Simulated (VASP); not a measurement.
Here is a VASP 6.6.1 calculation.

File POSCAR:

```
Ti
1.0
   -1.6820250000      1.6820250000      1.6820250000
    1.6820250000     -1.6820250000      1.6820250000
    1.6820250000      1.6820250000     -1.6820250000
Ti
1
Direct
    0.0000000000      0.0000000000      0.0000000000
```

INCAR.step1

```
  ALGO = Normal
  EDIFF = 1E-4
  ENCUT = 520
  GGA = PE
  ISMEAR = 0
  LASPH = True
  LCHARG = False
  LREAL = False
  LWAVE = True
  NBANDS = 12
  NELM = 80
  PREC = Accurate
  SIGMA = 0.15
```

File INCAR.step2:

```
  ALGO = Normal
  EDIFF = 1E-7
  ENCUT = 520
  ISIF = 2
  ISMEAR = 0
  ISTART = 1
  LASPH = True
  LCHARG = False
  LMIXTAU = True
  LREAL = False
  LWAVE = False
  METAGGA = R2SCAN
  NBANDS = 12
  NELM = 80
  PREC = Accurate
  SIGMA = 0.15
```

KPOINTS

```
k-points
0
Gamma
  20 20 20
```

Potentials or basis: VASP PAW PBE potentials, release 64 (Ti_sv).

Launch:

```bash
$ cat potpaw_PBE.64/Ti_sv/POTCAR > POTCAR
$ cp INCAR.step1 INCAR
$ mpirun -np 1 vasp_std > vasp.out
$ cp INCAR.step2 INCAR
$ mpirun -np 1 vasp_std > vasp.out
```

Q: Predict the pressure.

A: -9.1 GPa.

Q: Predict the band gap on the k mesh.

A: Zero (bands 6 and 7 overlap by 1.69 eV).

Caveat: the cell differs from its parent crystal (strain +0.025 along x and y, +0.025 along z); the cell stands under tension; the PAW data sets were made with another functional, which shifts forces and pressure a little.
